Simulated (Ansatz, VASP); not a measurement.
Two plane-wave programs on Sc7As

Contents of INCAR:

```
  ALGO = Normal
  EDIFF = 1E-7
  ENCUT = 520
  GGA = PE
  ISIF = 2
  ISMEAR = 0
  ISPIN = 2
  LASPH = True
  LCHARG = False
  LMAXMIX = 4
  LORBIT = 11
  LREAL = False
  LWAVE = False
  MAGMOM = 1 1 1 1 1 1 1 0
  NBANDS = 55
  NELM = 150
  PREC = Accurate
  SIGMA = 0.1
```

KPOINTS

```
k-points
0
Gamma
  4 4 4
```

File POSCAR:

```
Sc7As
1.0
    6.3889457244      0.0000000000      0.0000000000
    0.0000000000      6.3889457244      0.0000000000
    0.0000000000      0.0000000000      4.4182819418
Sc As
7 1
Direct
    0.7530973435      0.7530973435      0.5000000000
    0.2469026565      0.2469026565      0.5000000000
    0.2469026565      0.7530973435      0.5000000000
    0.7530973435      0.2469026565      0.5000000000
    0.5000000000      0.0000000000      0.0000000000
    0.0000000000      0.5000000000      0.0000000000
    0.5000000000      0.5000000000      0.0000000000
    0.0000000000      0.0000000000      0.0000000000
```

Input for Ansatz:

```yaml
crystal:
  lattice:
    - [6.3889457244, 0.0, 0.0]
    - [0.0, 6.3889457244, 0.0]
    - [0.0, 0.0, 4.4182819418]
  atoms:
    - { symbol: Sc, position: [0.7530973435, 0.7530973435, 0.5], spin: 1.0 }
    - { symbol: Sc, position: [0.2469026565, 0.2469026565, 0.5], spin: 1.0 }
    - { symbol: Sc, position: [0.2469026565, 0.7530973435, 0.5], spin: 1.0 }
    - { symbol: Sc, position: [0.7530973435, 0.2469026565, 0.5], spin: 1.0 }
    - { symbol: Sc, position: [0.5, 0.0, 0.0], spin: 1.0 }
    - { symbol: Sc, position: [0.0, 0.5, 0.0], spin: 1.0 }
    - { symbol: Sc, position: [0.5, 0.5, 0.0], spin: 1.0 }
    - { symbol: As, position: [0.0, 0.0, 0.0] }
basis:
  ecutwfc: 420
kpoints:
  mp_grid: { grid: [4, 4, 4] }
hamiltonian:
  xc: pbe
scf:
  occupations: { method: gaussian, width: 0.1 }
  lower_state_search: "off"
output:
  forces: true
  stress: true
  eigenvalues: true
  populations: true
magnetization:
  spin_polarized: true
```

Alike in both runs: task single point; functional PBE; k mesh 4 × 4 × 4; occupations gaussian, width 0.1 eV; collinear spin.

|  | VASP | Ansatz |
| --- | --- | --- |
| version | VASP 6.6.1 | Ansatz 0.2.0 |
| potentials or method | VASP PAW PBE potentials, release 64 (Sc_sv, As), cutoff 520 eV | scalar-relativistic, plane waves, PAW |
| valence electrons in the cell | 82 | 92 |

```csv
,VASP,Ansatz,Ansatz less VASP
gap on the k mesh at the Fermi level (eV),none,none,-
pressure (GPa),0.2,0.1,-0.06
"traceless stress, the component that is largest in VASP (GPa)",-0.80,-0.81,-0.007
net moment per atom (μB),0.00,0.00,0.000
```

A gap of «none» marks a metal or a gap that the smearing closes. VASP's potentials hold 82 valence electrons a cell and Ansatz's 92, so a difference there can come from the potentials and not from the codes. Ansatz's warnings: seeded moment not kept.
